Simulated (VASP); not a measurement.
**C: single point with LDA**

Crystal: C.

```
C
1.0
     2.51863    0.00000    0.00000
    -1.25931    2.18120    0.00000
     0.00000    0.00000    8.02287
C
8
Direct
  0.00000 0.00000 0.09148
  0.00000 0.00000 0.59148
  0.00000 0.00000 0.40852
  0.00000 0.00000 0.90852
  0.33333 0.66667 0.15668
  0.66667 0.33333 0.65668
  0.33333 0.66667 0.34332
  0.66667 0.33333 0.84332
```

This cell differs from its parent crystal: mode 21 frozen in at -0.012 Å, strain +e along z and -e/2 along x and y -0.0233.

* Program: VASP 6.6.1
* Task: single point
* Functional: LDA
* Potentials or basis: VASP PAW LDA potentials, release 64 (C)
* Cutoff: 520 eV
* k mesh: 12 × 12 × 4
* Occupations: gaussian, width 0.05 eV
* Spin: no spin polarisation

- Pressure: 3.5 GPa
- Largest force: 1.221 eV/Å
- Band gap on the k mesh: 3.99 eV, indirect (least direct gap 4.56 eV)

Forces on the atoms (eV/Å):
```
C    0.000  0.000  1.221
C    0.000  0.000  1.221
C    0.000  0.000 -1.221
C    0.000  0.000 -1.221
C    0.000  0.000 -1.025
C    0.000  0.000 -1.025
C    0.000  0.000  1.025
C    0.000  0.000  1.025
```

Stress tensor (GPa, compression positive):
```
-13.32   0.00   0.00
  0.00 -13.32   0.00
  0.00   0.00  37.04
```

Levels at points of the mesh, in eV from the valence-band top:
```tsv
k point	band 12	band 13	band 14	band 15	band 16	band 17	band 18	band 19	band 20	band 21
(0.00, 0.00, 0.00)	-2.15	-2.15	-0.85	0.00	0.00	4.56	4.56	6.41	6.74	6.74
(0.50, 0.00, 0.00)	-5.41	-5.28	-4.95	-4.09	-2.89	3.99	5.36	5.65	6.11	7.33
(0.00, 0.00, 0.50)	-2.85	-0.85	-0.85	-0.85	-0.85	5.53	5.53	5.53	5.53	6.92
(0.50, 0.00, 0.50)	-6.53	-5.20	-5.20	-3.77	-3.77	4.38	4.38	6.98	6.98	7.65
```

It took 55 s on 1 thread of AMD EPYC 7R43 64-Core Processor (Zen 3), on a shared host, peak memory 0.12 GiB.

Caveat: the cell differs from its parent crystal (mode 21 frozen in at -0.012 Å, strain +e along z and -e/2 along x and y -0.0233); forces of over 1 eV/Å act on the atoms, so gaps and moduli don't describe the material at rest. A k mesh can miss the band edges.
